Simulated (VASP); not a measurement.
# Re (R-3m) in VASP: a series of runs, part 2 of 3

VASP 6.6.1. Earlier steps stand in the parts before.

## 4. Electric field gradients, PBE (14.22 Å³/atom)

This run uses another cell than the first one, of 14.22 Å³/atom.

Contents of INCAR:

```
SYSTEM = Re
ALGO     = Normal         ! electronic algorithm
EDIFF    = 1E-8           ! SCF threshold, eV
ENCUT    = 520            ! plane-wave cutoff, eV
GGA      = PE             ! functional
ISIF     = 2              ! what is computed and relaxed
ISMEAR   = -1             ! smearing method
LASPH    = .TRUE.         ! aspherical terms in the spheres
LCHARG   = .FALSE.        ! write CHGCAR
LEFG     = .TRUE.       
LREAL    = .FALSE.        ! projectors in reciprocal space
LWAVE    = .FALSE.        ! write WAVECAR
NBANDS   = 18             ! bands
NELM     = 100            ! most SCF steps
PREC     = Accurate       ! precision mode
SIGMA    = 0.05           ! smearing width, eV
```

Contents of KPOINTS:

```
k-points
0
G
  15 15 15
  0 0 0
```

Contents of POSCAR:

```
Re
1.0
    1.3652191954      0.7882096700      6.6080752596
   -1.3652191954      0.7882096700      6.6080752596
    0.0000000000     -1.5764193399      6.6080752596
Re
3
Direct
    0.0000000000      0.0000000000      0.0000000000
    0.2221738800      0.2221738800      0.2221738800
    0.7778261200      0.7778261200      0.7778261200
```

Potentials or basis: VASP PAW PBE potentials, release 64 (Re).

Run with:

```bash
> cat potpaw_PBE.64/Re/POTCAR > POTCAR
> mpirun -np 1 vasp_std > vasp.out
```

OUTCAR:

```text
SYSTEM = Re
   EDIFF = 1E-8
   ENCUT = 520
   GGA = PE
   ISIF = 2
   ISMEAR = -1
   LASPH = .TRUE.
   LREAL = .FALSE.
   NELM = 100
   PREC = Accurate

 ion  position               nearest neighbor table
   1  0.000  0.000  0.000-   3 2.71   2 2.71   3 2.71   3 2.71   2 2.71   2 2.71
   2  0.222  0.222  0.222-   3 2.71   3 2.71   3 2.71   1 2.71   1 2.71   1 2.71
   3  0.778  0.778  0.778-   2 2.71   2 2.71   2 2.71   1 2.71   1 2.71   1 2.71

  LATTYP: Found a trigonal (rhomboedric) cell.
 ALAT       =     6.7935084141
 COS(alpha) =     0.9192306603

  Lattice vectors:

 A1 = (   1.3652191954,   0.7882096700,   6.6080752596)
 A2 = (  -1.3652191954,   0.7882096700,   6.6080752596)
 A3 = (   0.0000000000,  -1.5764193399,   6.6080752596)

Analysis of symmetry for initial positions (statically):
=====================================================================
 Subroutine PRICEL returns:
 Original cell was already a primitive cell.

 Routine SETGRP: Setting up the symmetry group for a
 trigonal (rhombohedral) supercell.

 Subroutine GETGRP returns: Found 12 space group operations
 (whereof 12 operations were pure point group operations)
 out of a pool of 12 trial point group operations.

The static configuration has the point symmetry D_3d.

Analysis of symmetry for dynamics (positions and initial velocities):
=====================================================================
 Subroutine PRICEL returns:
 Original cell was already a primitive cell.

 Routine SETGRP: Setting up the symmetry group for a
 trigonal (rhombohedral) supercell.

 Subroutine GETGRP returns: Found 12 space group operations
 (whereof 12 operations were pure point group operations)
 out of a pool of 12 trial point group operations.

The dynamic configuration has the point symmetry D_3d.

 Subroutine INISYM returns: Found 12 space group operations
 (whereof 12 operations are pure point group operations),
 and found     1 'primitive' translations

----------------------------------------------------------------------------------------

                                     Primitive cell

  volume of cell :      42.6649

  direct lattice vectors                    reciprocal lattice vectors
     1.365219195  0.788209670  6.608075260     0.366241554  0.211449660  0.050443332
    -1.365219195  0.788209670  6.608075260    -0.366241554  0.211449660  0.050443332
     0.000000000 -1.576419340  6.608075260     0.000000000 -0.422899320  0.050443332

  length of vectors
     6.793508414  6.793508414  6.793508414     0.425897129  0.425897129  0.425897129

  position of ions in fractional coordinates (direct lattice)
     0.000000000  0.000000000  0.000000000
     0.222173880  0.222173880  0.222173880
     0.777826120  0.777826120  0.777826120

  ion indices of the primitive-cell ions
   primitive index   ion index
                 1           1
                 2           2
                 3           3
[... 75 lines left out ...]
   NSW    =      0    number of steps for IOM
   IBRION =     -1    ionic relax: 0-MD 1-quasi-New 2-CG
   NFREE  =      0    steps in history (QN), initial steepest desc. (CG)
   ISIF   =      2    stress and relaxation
   ISYM   =      2    0-nonsym 1-usesym 2-fastsym
   POTIM  = 0.5000    time-step for ionic-motion
   TEBEG  =    0.0;   TEEND  =   0.0 temperature during run
   PSTRESS=    0.0 pullay stress
   NELECT =      21.0000    total number of electrons
   NUPDOWN=      -1.0000    fix difference up-down
   EMIN   =  10.00;   EMAX   =-10.00  energy-range for DOS
   EFERMI =   0.00;   METHOD = LEGACY
   ISMEAR =    -1;   SIGMA  =   0.05  broadening in eV -4-tet -1-fermi 0-gaus
   EFERMI_NEDOS =   21; number of points for ismear=-14 and -15
   IALGO  =     38    algorithm
   IMIX   =      4    mixing-type and parameters
     AMIX     =   0.40;   BMIX     =  1.00
     AMIX_MAG =   1.60;   BMIX_MAG =  1.00
  volume/ion in A,a.u.               =      14.22        95.97
  Fermi-wavevector in a.u.,A,eV,Ry     =   1.292581  2.442624 22.732150  1.670766
  Thomas-Fermi vector in A             =   2.424280
   LORBIT       =      0    0 simple, 1 ext, 2 COOP (PROOUT), +10 PAW based schemes
   GGA     = PE    functional components
   LHFCALC =     F    Hartree Fock is set to
   AEXX    =    0.0000 exact exchange contribution
   IVDW    =     0    specifies the selected vdW correction
   LEPSILON=     F    determine dielectric tensor
   LRPA    =     F    only Hartree local field effects (RPA)
 non-spin polarized calculation
  energy-cutoff  :      520.00
  volume of cell :       42.66
 maximum number of plane-waves:      1164
 NGX is ok and might be reduce to    54
   NGX = 25   NGY = 25   NGZ = 25

 number of electron      21.0000001 magnetization

 Free energy of the ion-electron system (eV)
  ---------------------------------------------------
  ext. energy  EPLUGINS =         0.00000000
  ---------------------------------------------------
  free energy    TOTEN  =       -37.12311683 eV

  energy without entropy =      -37.10338391  energy(sigma->0) =      -37.11325037

 E-fermi :   8.4051     XC(G=0): -13.9192

 val. band max:        8.4044181305   @ k =  -0.2667  -0.4000   0.2000
 cond. band min:       8.4075054559   @ k =   0.4667   0.4667   0.2667
 fundamental gap:      0.0030873254
 Fermi energy:         8.4051434308

 k-point     1 :       0.0000    0.0000    0.0000
  band No.  band energies     occupation
      1      -1.7895      2.00000
      2       1.3068      2.00000
      3       1.3707      2.00000
      4       6.3337      2.00000
      5       6.3337      2.00000
      6       6.5519      2.00000
[... 481 lines left out ...]
      5       4.9511      2.00000
      6       5.5228      2.00000
[... 10 lines left out ...]
     17      12.4295      0.00000
     18      13.4655      0.00000

 [... further k-points ...]
[... 5 lines left out ...]
  --------------------------------------------------------------------------------------
  -------------------------------------------------------------------------------------
  Total        5.5097971      5.5097971      5.2777063      0.0000000      0.0000000      0.0000000
  in kB      206.9073004    206.9073004    198.1916821      0.0000000      0.0000000      0.0000000
  external PRESSURE =     204.0020943 kB  Pullay stress =       0.0000000 kB

 VOLUME and BASIS-vectors are now :
 -----------------------------------------------------------------------------
  energy-cutoff  :      520.00
  volume of cell :       42.66
      direct lattice vectors                 reciprocal lattice vectors
     1.365219195  0.788209670  6.608075260     0.366241554  0.211449660  0.050443332
    -1.365219195  0.788209670  6.608075260    -0.366241554  0.211449660  0.050443332
     0.000000000 -1.576419340  6.608075260     0.000000000 -0.422899320  0.050443332

 POSITION                                       TOTAL-FORCE (eV/Angst)
 -----------------------------------------------------------------------------------
      0.00000      0.00000      0.00000         0.000000     -0.000000      0.000000
      0.00000      0.00000      4.40443        -0.000000     -0.000000     -0.038920
      0.00000      0.00000     15.41980        -0.000000      0.000000      0.038920
 -----------------------------------------------------------------------------------
    total drift:                                0.000000     -0.000000     -0.000000

  FREE ENERGIE OF THE ION-ELECTRON SYSTEM (eV)
  ---------------------------------------------------
  free  energy   TOTEN  =       -37.1231168274 eV

  energy  without entropy=      -37.1033839120  energy(sigma->0) =      -37.11325037

 Electric field gradients (V/A^2)
---------------------------------------------------------------------
 ion       V_xx      V_yy      V_zz      V_xy      V_xz      V_yz
---------------------------------------------------------------------
   1      42.450    42.450   -84.899     0.000     0.000    -0.000
   2      17.784    17.784   -35.567    -0.000    -0.000    -0.000
   3      17.784    17.784   -35.567    -0.000     0.000    -0.000
---------------------------------------------------------------------

 Electric field gradients after diagonalization (V/A^2)
 (convention: |V_zz| > |V_xx| > |V_yy|)
----------------------------------------------------------------------
 ion       V_xx      V_yy      V_zz     asymmetry (V_yy - V_xx)/ V_zz
----------------------------------------------------------------------
   1      42.450    42.450   -84.899       0.000
   2      17.784    17.784   -35.567       0.000
   3      17.784    17.784   -35.567       0.000
----------------------------------------------------------------------

           NMR quadrupolar parameters

 Cq : quadrupolar parameter    Cq=e*Q*V_zz/h
 eta: asymmetry parameters     (V_yy - V_xx)/ V_zz
 Q  : nuclear electric quadrupole moment in mb (millibarn)
----------------------------------------------------------------------
 ion       Cq(MHz)       eta       Q (mb)
----------------------------------------------------------------------
   1      -0.205       0.000       1.000
   2      -0.086       0.000       1.000
   3      -0.086       0.000       1.000
----------------------------------------------------------------------
```

Run time: 17 min. Hardware: 1 thread of Intel Xeon 6975P-C (Granite Rapids), shared host; peak memory 0.54 GiB.

What came out:

| Property | Result |
| --- | --- |
| Free energy | -37.1231 eV |
| Pressure | 20.4 GPa |
| Largest force | 0.039 eV/Å |
| Band gap on the k mesh | zero (an odd number of electrons rules out a gap without spin polarisation) |
| Largest electric field gradient by atom | Re -84.9, -35.6 (each value once) V/Å² |

Forces in eV/Å, atoms in the order of the input:
```
Re   0.000  0.000  0.000
Re   0.000  0.000 -0.039
Re   0.000  0.000  0.039
```

Electric field gradients, principal values (V/Å²):
```
atom   least  middle  greatest (by size)
1 Re  42.450  42.450             -84.899
2 Re  17.784  17.784             -35.567
3 Re  17.784  17.784             -35.567
```

Caveat: the cell stands under pressure; without QUAD_EFG the Cq values of the log hold for a quadrupole moment of 1 mb, not for the nuclei; spin-orbit coupling is left out, which moves the levels of the heavy elements.

## 5. Electric field gradients, PBE (14.67 Å³/atom)

This run uses another cell than the first one, of 14.67 Å³/atom.

Contents of INCAR:

```
SYSTEM = Re
  PREC = Accurate
  ENCUT = 520
  EDIFF = 1E-8
  ISMEAR = -1
  SIGMA = 0.05
  LREAL = .False.
  LASPH = .True.
  NELM = 60
  ALGO = Normal
  ISIF = 2
  LWAVE = .False.
  LCHARG = .False.
  GGA = PE
  LEFG = .True.
  NBANDS = 18
```

Contents of KPOINTS:

```
regular mesh
0
Gamma
  15 15 15
  0 0 0
```

Contents of POSCAR:

```
Re
1.0
    1.3792946123      0.7963361157      6.6762045496
   -1.3792946123      0.7963361157      6.6762045496
    0.0000000000     -1.5926722314      6.6762045496
Re
3
Direct
    0.0000000000      0.0000000000      0.0000000000
    0.2221738800      0.2221738800      0.2221738800
    0.7778261200      0.7778261200      0.7778261200
```

Potentials or basis: VASP PAW PBE potentials, release 64 (Re).

Run with:

```bash
> cat potpaw_PBE.64/Re/POTCAR > POTCAR
> mpirun -np 1 vasp_std > vasp.out
```

OUTCAR:

```text
SYSTEM = Re
   PREC = Accurate
   ENCUT = 520
   EDIFF = 1E-8
   ISMEAR = -1
   LREAL = .False.
   LASPH = .True.
   NELM = 60
   ISIF = 2
   GGA = PE

 ion  position               nearest neighbor table
   1  0.000  0.000  0.000-   3 2.74   2 2.74   3 2.74   3 2.74   2 2.74   2 2.74
   2  0.222  0.222  0.222-   3 2.74   3 2.74   3 2.74   1 2.74   1 2.74   1 2.74
   3  0.778  0.778  0.778-   2 2.74   2 2.74   2 2.74   1 2.74   1 2.74   1 2.74

  LATTYP: Found a trigonal (rhomboedric) cell.
 ALAT       =     6.8635495208
 COS(alpha) =     0.9192306603

  Lattice vectors:

 A1 = (   1.3792946123,   0.7963361157,   6.6762045496)
 A2 = (  -1.3792946123,   0.7963361157,   6.6762045496)
 A3 = (   0.0000000000,  -1.5926722314,   6.6762045496)

Analysis of symmetry for initial positions (statically):
=====================================================================
 Subroutine PRICEL returns:
 Original cell was already a primitive cell.

 Routine SETGRP: Setting up the symmetry group for a
 trigonal (rhombohedral) supercell.

 Subroutine GETGRP returns: Found 12 space group operations
 (whereof 12 operations were pure point group operations)
 out of a pool of 12 trial point group operations.

The static configuration has the point symmetry D_3d.

Analysis of symmetry for dynamics (positions and initial velocities):
=====================================================================
 Subroutine PRICEL returns:
 Original cell was already a primitive cell.

 Routine SETGRP: Setting up the symmetry group for a
 trigonal (rhombohedral) supercell.

 Subroutine GETGRP returns: Found 12 space group operations
 (whereof 12 operations were pure point group operations)
[... 162 lines left out ...]
      2       1.1069      2.00000
      3       1.1692      2.00000
      4       6.0426      2.00000
      5       6.0426      2.00000
      6       6.1898      2.00000
[... 481 lines left out ...]
      5       4.6967      2.00000
      6       5.2567      2.00000
[... 10 lines left out ...]
     17      11.8568      0.00000
     18      12.8505      0.00000

 [... further k-points ...]
[... 5 lines left out ...]
  --------------------------------------------------------------------------------------
  -------------------------------------------------------------------------------------
  Total        2.0217141      2.0217141      1.7869540      0.0000000     -0.0000000      0.0000000
  in kB       73.6200306     73.6200306     65.0713207      0.0000000     -0.0000000      0.0000000
  external PRESSURE =      70.7704607 kB  Pullay stress =       0.0000000 kB

 VOLUME and BASIS-vectors are now :
 -----------------------------------------------------------------------------
  energy-cutoff  :      520.00
  volume of cell :       44.00
      direct lattice vectors                 reciprocal lattice vectors
     1.379294612  0.796336116  6.676204550     0.362504135  0.209291860  0.049928568
    -1.379294612  0.796336116  6.676204550    -0.362504135  0.209291860  0.049928568
     0.000000000 -1.592672231  6.676204550     0.000000000 -0.418583720  0.049928568

 POSITION                                       TOTAL-FORCE (eV/Angst)
 -----------------------------------------------------------------------------------
      0.00000      0.00000      0.00000         0.000000     -0.000000      0.000000
      0.00000      0.00000      4.44983         0.000000      0.000000     -0.025386
      0.00000      0.00000     15.57878         0.000000     -0.000000      0.025386
 -----------------------------------------------------------------------------------
    total drift:                                0.000000     -0.000000     -0.000000

  FREE ENERGIE OF THE ION-ELECTRON SYSTEM (eV)
  ---------------------------------------------------
  free  energy   TOTEN  =       -37.2370047307 eV

  energy  without entropy=      -37.2166329335  energy(sigma->0) =      -37.22681883

 Electric field gradients (V/A^2)
---------------------------------------------------------------------
 ion       V_xx      V_yy      V_zz      V_xy      V_xz      V_yz
---------------------------------------------------------------------
   1      40.949    40.949   -81.898     0.000     0.000    -0.000
   2      17.851    17.851   -35.702     0.000    -0.000     0.000
   3      17.851    17.851   -35.702     0.000    -0.000     0.000
---------------------------------------------------------------------

 Electric field gradients after diagonalization (V/A^2)
 (convention: |V_zz| > |V_xx| > |V_yy|)
----------------------------------------------------------------------
 ion       V_xx      V_yy      V_zz     asymmetry (V_yy - V_xx)/ V_zz
----------------------------------------------------------------------
   1      40.949    40.949   -81.898       0.000
   2      17.851    17.851   -35.702       0.000
   3      17.851    17.851   -35.702       0.000
----------------------------------------------------------------------

           NMR quadrupolar parameters

 Cq : quadrupolar parameter    Cq=e*Q*V_zz/h
 eta: asymmetry parameters     (V_yy - V_xx)/ V_zz
 Q  : nuclear electric quadrupole moment in mb (millibarn)
----------------------------------------------------------------------
 ion       Cq(MHz)       eta       Q (mb)
----------------------------------------------------------------------
   1      -0.198       0.000       1.000
   2      -0.086       0.000       1.000
   3      -0.086       0.000       1.000
----------------------------------------------------------------------
```

OSZICAR:

```text
N       E                     dE             d eps       ncg     rms          rms(c)
DAV:   1     0.728956615460E+02    0.72896E+02   -0.96951E+03 23820   0.140E+03
[... 11 lines left out ...]
DAV:  13    -0.372370055085E+02   -0.23642E-06   -0.23726E-06 21574   0.256E-02    0.766E-03
DAV:  14    -0.372370048105E+02    0.69802E-06   -0.68070E-07 20684   0.107E-02    0.374E-03
DAV:  15    -0.372370047675E+02    0.42980E-07   -0.39534E-08 11882   0.366E-03    0.150E-03
DAV:  16    -0.372370047538E+02    0.13709E-07   -0.22868E-08  8952   0.226E-03    0.380E-04
DAV:  17    -0.372370047425E+02    0.11341E-07   -0.55630E-09  7520   0.289E-03    0.774E-04
DAV:  18    -0.372370047235E+02    0.18952E-07   -0.53278E-09  7404   0.121E-03    0.243E-04
DAV:  19    -0.372370047307E+02   -0.71200E-08   -0.35712E-09  7206   0.250E-03
   1 F= -.37237005E+02 E0= -.37226819E+02  d E =-.203718E-01
```

stdout:

```text
POSCAR found type information on POSCAR Re
 POSCAR found :  1 types and       3 ions
 scaLAPACK will be used
 LDA part: xc-table for (Slater+PW92), standard interpolation
 POSCAR, INCAR and KPOINTS ok, starting setup
 FFT: planning ... GRIDC
 FFT: planning ... GRID_SOFT
 FFT: planning ... GRID
 WAVECAR not read
 entering main loop
ion   1

ion   2

ion   3
```

It took 18 min on 1 thread of Intel Xeon 6975P-C (Granite Rapids), shared host; peak memory 0.55 GiB.

What came out:

```yaml
Free_energy: -37.2370 eV
Pressure: 7.1 GPa
Largest_force: 0.025 eV/Å
Band_gap_on_the_k_mesh: zero (an odd number of electrons rules out a gap without spin polarisation)
Largest_electric_field_gradient_by_atom: Re -81.9, -35.7 (each value once) V/Å²
```

Forces in eV/Å, atoms in the order of the input:
```
Re   0.000  0.000  0.000
Re   0.000  0.000 -0.025
Re   0.000  0.000  0.025
```

Electric field gradients, principal values (V/Å²):
| atom | least | middle | greatest (by size) |
| --- | --- | --- | --- |
| 1 Re | 40.949 | 40.949 | -81.898 |
| 2 Re | 17.851 | 17.851 | -35.702 |
| 3 Re | 17.851 | 17.851 | -35.702 |

Caveat: the cell stands under pressure; without QUAD_EFG the Cq values of the log hold for a quadrupole moment of 1 mb, not for the nuclei; spin-orbit coupling is left out, which moves the levels of the heavy elements.

(Continued in part 3 of 3.)
